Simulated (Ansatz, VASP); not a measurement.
## Two plane-wave programs on Mg2SnO3

```
CELL_PARAMETERS angstrom
1.62239 0.93669 8.01764
-1.62239 0.93669 8.01764
0.00000 -1.87338 8.01764
ATOMIC_POSITIONS crystal
Mg 0.39019 0.39019 0.39019
Mg 0.60981 0.60981 0.60981
Sn 0.50000 0.50000 0.50000
O 0.00000 0.00000 0.00000
O 0.78037 0.78037 0.78037
O 0.21963 0.21963 0.21963
```

Alike in both runs: task single point; functional PBE; k mesh 6 × 6 × 6; occupations gaussian, width 0.1 eV; no spin polarisation.

|  | VASP | Ansatz |
| --- | --- | --- |
| version | VASP 6.6.1 | Ansatz 0.2.0 |
| potentials or method | VASP PAW PBE potentials, release 64 (Mg, Sn_d, O), cutoff 520 eV | scalar-relativistic, plane waves, PAW |
| valence electrons in the cell | 36 | 52 |

Ansatz gave:

```
gap on the k mesh at the Fermi level (eV)                     : none
pressure (GPa)                                                : 12.5
traceless stress, the component that is largest in VASP (GPa) : 5.19
rms of the force components (eV/Å)                            : 1.491
```

Which values does VASP return?

gap on the k mesh at the Fermi level (eV): none; pressure (GPa): 12.2; traceless stress, the component that is largest in VASP (GPa): 5.14; rms of the force components (eV/Å): 1.506.

Atom by atom the forces differ by 0.016 eV/Å (rms over components). A gap of «none» marks a metal or a gap that the smearing closes. With one functional, cell and mesh, what is left measures potentials, basis and numerics. VASP's potentials hold 36 valence electrons a cell and Ansatz's 52, so a difference there can come from the potentials and not from the codes.

The k mesh is coarse, so the values compare programs but aren't converged.
